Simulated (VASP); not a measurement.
# TiSi (Cmmm) in VASP: a series of runs, part 2 of 2

VASP 6.6.1.

## (3) Single point, r2SCAN (strain -0.015 along x and y, +0.000 along z)

POSCAR

```
TiSi
1.0
    1.7889353300     -2.0858596400      0.0000000000
    1.7889353300      2.0858596400      0.0000000000
    0.0000000000      0.0000000000      3.8039340000
Ti Si
1 1
Direct
    0.5000000000      0.5000000000      0.0000000000
    0.0000000000      0.0000000000      0.5000000000
```

INCAR.step1

```
ALGO = Normal
EDIFF = 1E-4
ENCUT = 520
GGA = PE
ISMEAR = 0
LASPH = T
LCHARG = F
LREAL = F
LWAVE = T
NBANDS = 15
NELM = 60
PREC = Accurate
SIGMA = 0.15
```

INCAR.step2

```
ALGO = Normal
EDIFF = 1E-7
ENCUT = 520
ISIF = 2
ISMEAR = 0
ISTART = 1
LASPH = T
LCHARG = F
LMIXTAU = T
LREAL = F
LWAVE = F
METAGGA = R2SCAN
NBANDS = 15
NELM = 60
PREC = Accurate
SIGMA = 0.15
```

KPOINTS

```
k-points
0
Gamma
  18 18 12
```

Potentials or basis: VASP PAW PBE potentials, release 64 (Ti_sv, Si).

Launch:

```sh
$ cat potpaw_PBE.64/Ti_sv/POTCAR potpaw_PBE.64/Si/POTCAR > POTCAR
$ cp INCAR.step1 INCAR
$ mpirun -np 1 vasp_std > vasp.out
$ cp INCAR.step2 INCAR
$ mpirun -np 1 vasp_std > vasp.out
```

OUTCAR:

```text
EDIFF = 1E-7
   ENCUT = 520
   ISIF = 2
   ISMEAR = 0
   ISTART = 1
   LASPH = T
   LREAL = F
   METAGGA = R2SCAN
   NELM = 60
   PREC = Accurate

 ion  position               nearest neighbor table
   1  0.500  0.500  0.000-   2 2.61   2 2.61   2 2.61   2 2.61   2 2.82   2 2.82   2 2.82   2 2.82

   2  0.000  0.000  0.500-   1 2.61   1 2.61   1 2.61   1 2.61   1 2.82   1 2.82   1 2.82   1 2.82

  LATTYP: Found a base centered orthorhombic cell.
 ALAT       =     3.5778706600
 B/A-ratio  =     1.1659782246
 C/A-ratio  =     1.0631837653

  Lattice vectors:

 A1 = (   1.7889353300,  -2.0858596400,   0.0000000000)
 A2 = (   1.7889353300,   2.0858596400,   0.0000000000)
 A3 = (   0.0000000000,   0.0000000000,   3.8039340000)

Analysis of symmetry for initial positions (statically):
=====================================================================
 Subroutine PRICEL returns:
 Original cell was already a primitive cell.

 Routine SETGRP: Setting up the symmetry group for a
 base centered orthorhombic supercell.

 Subroutine GETGRP returns: Found  8 space group operations
[... 170 lines left out ...]
 Fermi energy:        10.5750965378

 k-point     1 :       0.0000    0.0000    0.0000
  band No.  band energies     occupation
      1     -48.4277      2.00000
      2     -23.8245      2.00000
      3     -23.3302      2.00000
      4     -23.2131      2.00000
      5      -2.1071      2.00000
      6       7.8908      2.00000
      7       8.4766      2.00000
      8       9.2296      2.00000
      9      12.4626      0.00000
     10      13.2729      0.00000
     11      13.9747      0.00000
     12      16.3668      0.00000
     13      17.2528      0.00000
     14      17.4039      0.00000
[... 401 lines left out ...]
      2     -23.7865      2.00000
      3     -23.5532      2.00000
      4     -23.2640      2.00000
      5      -1.0595      2.00000
      6       8.0909      2.00000
      7       8.3591      2.00000
      8       9.0826      2.00000
      9      12.6018      0.00000
     10      12.7921      0.00000
     11      13.3135      0.00000
     12      13.9303      0.00000
     13      17.2882      0.00000
     14      18.1770      0.00000
     15      21.8018      0.00000

 [... further k-points ...]
[... 5 lines left out ...]
  --------------------------------------------------------------------------------------
  -------------------------------------------------------------------------------------
  Total        0.6783089      0.3014760      0.4139606     -0.0000000      0.0000000      0.0000000
  in kB       38.2820715     17.0145569     23.3629066     -0.0000000      0.0000000      0.0000000
  external PRESSURE =      26.2198450 kB  Pullay stress =       0.0000000 kB

 VOLUME and BASIS-vectors are now :
 -----------------------------------------------------------------------------
  energy-cutoff  :      520.00
  volume of cell :       28.39
      direct lattice vectors                 reciprocal lattice vectors
     1.788935330 -2.085859640  0.000000000     0.279495850 -0.239709322  0.000000000
     1.788935330  2.085859640  0.000000000     0.279495850  0.239709322  0.000000000
     0.000000000  0.000000000  3.803934000     0.000000000  0.000000000  0.262885739

 POSITION                                       TOTAL-FORCE (eV/Angst)
 -----------------------------------------------------------------------------------
      1.78894      0.00000      0.00000         0.000000      0.000000      0.000000
      0.00000      0.00000      1.90197         0.000000      0.000000      0.000000
 -----------------------------------------------------------------------------------
    total drift:                               -0.000000      0.000000     -0.000000

  FREE ENERGIE OF THE ION-ELECTRON SYSTEM (eV)
  ---------------------------------------------------
  free  energy   TOTEN  =       -22.7820754388 eV

  energy  without entropy=      -22.7712533267  energy(sigma->0) =      -22.77666438
```

Run time: 16 min. Hardware: 1 thread of Oxide Virtual Turin-like, shared host; peak memory 0.34 GiB.

Results:

```yaml
Free_energy: -22.7821 eV
Pressure: 2.6 GPa
Band_gap_on_the_k_mesh: zero (band 8 reaches 11.43 eV, above the bottom of band 9 at 9.60 eV)
```

Caveat: the cell differs from its parent crystal (strain -0.015 along x and y, +0.000 along z); the PAW data sets were made with another functional, which shifts forces and pressure a little.

## (4) Single point, r2SCAN (strain +0.000 along x and y, -0.015 along z)

POSCAR

```
TiSi
1.0
    1.8161780000     -2.1176240000      0.0000000000
    1.8161780000      2.1176240000      0.0000000000
    0.0000000000      0.0000000000      3.7468749900
Ti Si
1 1
Direct
    0.5000000000      0.5000000000      0.0000000000
    0.0000000000      0.0000000000      0.5000000000
```

INCAR.step1

```
SYSTEM = TiSi
  PREC = Accurate
  ENCUT = 520
  ISMEAR = 0
  SIGMA = 0.15
  LREAL = .False.
  LASPH = .True.
  NELM = 80
  NBANDS = 15
  GGA = PE
  ALGO = Normal
  EDIFF = 1E-4
  LWAVE = .True.
  LCHARG = .False.
```

INCAR.step2

```
SYSTEM = TiSi
  PREC = Accurate
  ENCUT = 520
  EDIFF = 1E-6
  ISMEAR = 0
  SIGMA = 0.15
  LREAL = .False.
  LASPH = .True.
  NELM = 80
  ALGO = Normal
  ISIF = 2
  LWAVE = .False.
  LCHARG = .True.
  METAGGA = R2SCAN
  LMIXTAU = .True.
  LELF = .True.
  LVHAR = .True.
  NBANDS = 15
  ISTART = 1
```

KPOINTS

```
regular mesh
0
Gamma
  18 18 12
  0 0 0
```

Potentials or basis: VASP PAW PBE potentials, release 64 (Ti_sv, Si).

Launch:

```sh
$ cat potpaw_PBE.64/Ti_sv/POTCAR potpaw_PBE.64/Si/POTCAR > POTCAR
$ cp INCAR.step1 INCAR
$ mpirun -np 1 vasp_std > vasp.out
$ cp INCAR.step2 INCAR
$ mpirun -np 1 vasp_std > vasp.out
```

OUTCAR:

```text
SYSTEM = TiSi
   PREC = Accurate
   ENCUT = 520
   EDIFF = 1E-6
   ISMEAR = 0
   LREAL = .False.
   LASPH = .True.
   NELM = 80
   ISIF = 2
   METAGGA = R2SCAN
   ISTART = 1

 ion  position               nearest neighbor table
   1  0.500  0.500  0.000-   2 2.61   2 2.61   2 2.61   2 2.61   2 2.83   2 2.83   2 2.83   2 2.83

   2  0.000  0.000  0.500-   1 2.61   1 2.61   1 2.61   1 2.61   1 2.83   1 2.83   1 2.83   1 2.83

  LATTYP: Found a base centered orthorhombic cell.
 ALAT       =     3.6323560000
 B/A-ratio  =     1.1659782246
 C/A-ratio  =     1.0315274687

  Lattice vectors:
[... 613 lines left out ...]
     11      13.0745      0.00000
     12      13.7155      0.00000
     13      17.2373      0.00000
     14      17.6127      0.00000
     15      21.3266      0.00000

 [... further k-points ...]
[... 5 lines left out ...]
  --------------------------------------------------------------------------------------
  -------------------------------------------------------------------------------------
  Total        0.0820793     -0.1105185      0.5610464      0.0000000      0.0000000      0.0000000
  in kB        4.5628669     -6.1438306     31.1891017      0.0000000      0.0000000      0.0000000
  external PRESSURE =       9.8693794 kB  Pullay stress =       0.0000000 kB

 VOLUME and BASIS-vectors are now :
 -----------------------------------------------------------------------------
  energy-cutoff  :      520.00
  volume of cell :       28.82
      direct lattice vectors                 reciprocal lattice vectors
     1.816178000 -2.117624000  0.000000000     0.275303412 -0.236113682  0.000000000
     1.816178000  2.117624000  0.000000000     0.275303412  0.236113682  0.000000000
     0.000000000  0.000000000  3.746874990     0.000000000  0.000000000  0.266889075

 POSITION                                       TOTAL-FORCE (eV/Angst)
 -----------------------------------------------------------------------------------
      1.81618      0.00000      0.00000        -0.000000     -0.000000      0.000000
      0.00000      0.00000      1.87344         0.000000      0.000000      0.000000
 -----------------------------------------------------------------------------------
    total drift:                               -0.000000     -0.000000     -0.000000

  FREE ENERGIE OF THE ION-ELECTRON SYSTEM (eV)
  ---------------------------------------------------
  free  energy   TOTEN  =       -22.7817085459 eV

  energy  without entropy=      -22.7697276704  energy(sigma->0) =      -22.77571811
```

OUTCAR.step1:

```text
SYSTEM = TiSi
   PREC = Accurate
   ENCUT = 520
   ISMEAR = 0
   LREAL = .False.
   LASPH = .True.
[... 657 lines left out ...]
      1.81618      0.00000      0.00000        -0.000000     -0.000000      0.000000
      0.00000      0.00000      1.87344         0.000000      0.000000      0.000000
 -----------------------------------------------------------------------------------
    total drift:                               -0.000000     -0.000000     -0.000000

  FREE ENERGIE OF THE ION-ELECTRON SYSTEM (eV)
  ---------------------------------------------------
  free  energy   TOTEN  =       -14.3191156226 eV

  energy  without entropy=      -14.3059097419  energy(sigma->0) =      -14.31251268
```

OSZICAR.step1:

```text
N       E                     dE             d eps       ncg     rms          rms(c)
DAV:   1     0.119713426356E+03    0.11971E+03   -0.80473E+03 19131   0.119E+03
DAV:   2    -0.574697522083E+01   -0.12546E+03   -0.12008E+03 20048   0.318E+02
DAV:   3    -0.153941057486E+02   -0.96471E+01   -0.94077E+01 33553   0.750E+01
DAV:   4    -0.158833586127E+02   -0.48925E+00   -0.48846E+00 21137   0.137E+01
DAV:   5    -0.158974544668E+02   -0.14096E-01   -0.14094E-01 26942   0.221E+00    0.116E+01
DAV:   6    -0.145086692100E+02    0.13888E+01   -0.46854E+00 22848   0.304E+01    0.393E+00
DAV:   7    -0.143327547776E+02    0.17591E+00   -0.54414E-01 21526   0.100E+01    0.286E+00
DAV:   8    -0.143246741703E+02    0.80806E-02   -0.13899E-01 23801   0.412E+00    0.923E-01
DAV:   9    -0.143187414331E+02    0.59327E-02   -0.26752E-02 21196   0.232E+00    0.360E-01
DAV:  10    -0.143191383286E+02   -0.39690E-03   -0.22160E-03 24400   0.551E-01    0.629E-02
DAV:  11    -0.143191156226E+02    0.22706E-04   -0.27908E-04 22092   0.135E-01
   1 F= -.14319116E+02 E0= -.14312513E+02  d E =-.132059E-01
```

Run time: 19 min. Hardware: 1 thread of Oxide Virtual Turin-like, shared host; peak memory 0.34 GiB.

Results:

```
Free energy            : -22.7817 eV
Pressure               : 1.0 GPa
Band gap on the k mesh : zero (band 8 reaches 11.16 eV, above the bottom of band 9 at 9.45 eV)
```

Stress tensor (GPa, compression positive):
```
 0.46  0.00  0.00
 0.00 -0.61  0.00
 0.00  0.00  3.12
```

Caveat: the cell differs from its parent crystal (strain +0.000 along x and y, -0.015 along z); the PAW data sets were made with another functional, which shifts forces and pressure a little.

## (5) Overview

| cell | gap on the mesh (eV) | pressure (GPa) |
| --- | --- | --- |
| a = 2.790, b = 2.790, c = 3.690 Å, angles 90.0, 90.0, 98.8°, 2 atoms | none | 3.7 |
| a = 2.748, b = 2.748, c = 3.804 Å, angles 90.0, 90.0, 98.8°, 2 atoms | none | 2.6 |
| a = 2.790, b = 2.790, c = 3.747 Å, angles 90.0, 90.0, 98.8°, 2 atoms | none | 1.0 |

Alike in all rows: task single point; level r2SCAN; potentials or basis VASP PAW PBE potentials, release 64 (Ti_sv, Si); no spin polarisation; k mesh 18 × 18 × 12; cutoff (eV) 520; smearing gaussian 0.15 eV.

Caveats: the PAW data sets were made with another functional, which shifts forces and pressure a little.

Total energies depend on the potentials used, so only differences within one code and one set of settings carry meaning.
